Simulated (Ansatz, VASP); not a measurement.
# ZnS: VASP beside Ansatz

INCAR

```
  PREC = Accurate
  ENCUT = 600
  EDIFF = 1E-6
  ISMEAR = -1
  SIGMA = 0.08
  LREAL = F
  LASPH = T
  NELM = 80
  ALGO = Normal
  ISIF = 3
  LWAVE = F
  LCHARG = F
  GGA = CA
  IBRION = 2
  NSW = 100
  EDIFFG = -0.002
```

File KPOINTS:

```
Automatic mesh
0
Gamma
  16 16 16
```

Contents of POSCAR:

```
ZnS
1.0
    0.0000000000      2.7020000000      2.7020000000
    2.7020000000      0.0000000000      2.7020000000
    2.7020000000      2.7020000000      0.0000000000
Zn S
1 1
Direct
    0.7500000000      0.7500000000      0.7500000000
    0.0000000000      0.0000000000      0.0000000000
```

Input for Ansatz:

```yaml
crystal:
  lattice:
    - [0.0, 2.702, 2.702]
    - [2.702, 0.0, 2.702]
    - [2.702, 2.702, 0.0]
  atoms:
    - { symbol: Zn, position: [0.75, 0.75, 0.75] }
    - { symbol: S, position: [0.0, 0.0, 0.0] }
kpoints:
  mp_grid: { grid: [16, 16, 16] }
scf:
  occupations: { method: fermi_dirac, width: 0.08 }
hamiltonian:
  xc: lda
  pseudopotentials: { kind: paw }
relax:
  f_tol: 0.002
  max_steps: 80
  cell: {}
output:
  forces: true
  stress: true
```

Alike in both runs: task relaxation of cell and atoms; functional LDA; k mesh 16 × 16 × 16; occupations fermi-dirac, width 0.08 eV; no spin polarisation.

|  | VASP | Ansatz |
| --- | --- | --- |
| version | VASP 6.6.1 | Ansatz 0.2.0 |
| potentials or method | VASP PAW LDA potentials, release 64 (Zn, S) | PAW with Ansatz's default frozen-core files, scalar-relativistic |
| plane-wave cutoff (eV) | 600 | 420 |
| valence electrons in the cell | 18 | 18 |

VASP gave:

```
relaxed volume (Å³/atom)                                     : 18.63
relaxed cell length with the largest relative difference (Å) : 3.749
```

Problem. What did Ansatz give for the same quantities?

Solution. Relaxed volume (Å³/atom): 18.58; relaxed cell length with the largest relative difference (Å): 3.745.

LDA's correlation is that of Perdew and Zunger in VASP and of Perdew and Wang (1992) in Ansatz.
